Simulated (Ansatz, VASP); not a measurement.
CsPbCl3: VASP beside Ansatz

File INCAR:

```
SYSTEM = CsPbCl3
ALGO = Normal
EDIFF = 1E-6
EDIFFG = -0.02
ENCUT = 600
GGA = PE
IBRION = 2
ISIF = 3
ISMEAR = 0
LASPH = .True.
LCHARG = .False.
LREAL = .False.
LWAVE = .False.
NELM = 100
NSW = 70
PREC = Accurate
SIGMA = 0.02
```

KPOINTS

```
k-points
0
Gamma
  6 6 6
  0 0 0
```

The input POSCAR:

```
CsPbCl3
1.0
    5.6050000000      0.0000000000      0.0000000000
    0.0000000000      5.6050000000      0.0000000000
    0.0000000000      0.0000000000      5.6050000000
Cs Pb Cl
1 1 3
Direct
    0.0000000000      0.0000000000      0.0000000000
    0.5000000000      0.5000000000      0.5000000000
    0.5000000000      0.5000000000      0.0000000000
    0.0000000000      0.5000000000      0.5000000000
    0.5000000000      0.0000000000      0.5000000000
```

Input for Ansatz:

```yaml
crystal:
  lattice:
    - [5.605, 0.0, 0.0]
    - [0.0, 5.605, 0.0]
    - [0.0, 0.0, 5.605]
  atoms:
    - { symbol: Cs, position: [0.0, 0.0, 0.0] }
    - { symbol: Pb, position: [0.5, 0.5, 0.5] }
    - { symbol: Cl, position: [0.5, 0.5, 0.0] }
    - { symbol: Cl, position: [0.0, 0.5, 0.5] }
    - { symbol: Cl, position: [0.5, 0.0, 0.5] }
basis:
  ecutwfc: 420
kpoints:
  mp_grid: { grid: [6, 6, 6] }
hamiltonian:
  xc: pbe
scf:
  occupations: { method: gaussian, width: 0.02 }
output:
  forces: true
  stress: true
  eigenvalues: true
relax:
  adjacent_minimum: "off"
  f_tol: 0.02
  max_steps: 50
  cell: { stress_tol: 0.1 }
```

Alike in both runs: task relaxation of cell and atoms; functional PBE; k mesh 6 × 6 × 6; occupations gaussian, width 0.02 eV; no spin polarisation.

|  | VASP | Ansatz |
| --- | --- | --- |
| version | VASP 6.6.1 | Ansatz 0.2.0 |
| potentials or method | VASP PAW PBE potentials, release 64 (Cs_sv, Pb_d, Cl), cutoff 600 eV | scalar-relativistic, plane waves, PAW |
| valence electrons in the cell | 44 | 44 |

|  | VASP | Ansatz | Ansatz less VASP |
| --- | --- | --- | --- |
| gap on the k mesh at the Fermi level, each at its own relaxed structure (eV) | 2.22 | 2.20 | -0.018 |
| relaxed volume (Å³/atom) | 37.73 | 37.63 | -0.097 |
| relaxed cell length with the largest relative difference (Å) | 5.735 | 5.730 | -0.0049 |

Neither program's run includes spin-orbit coupling.
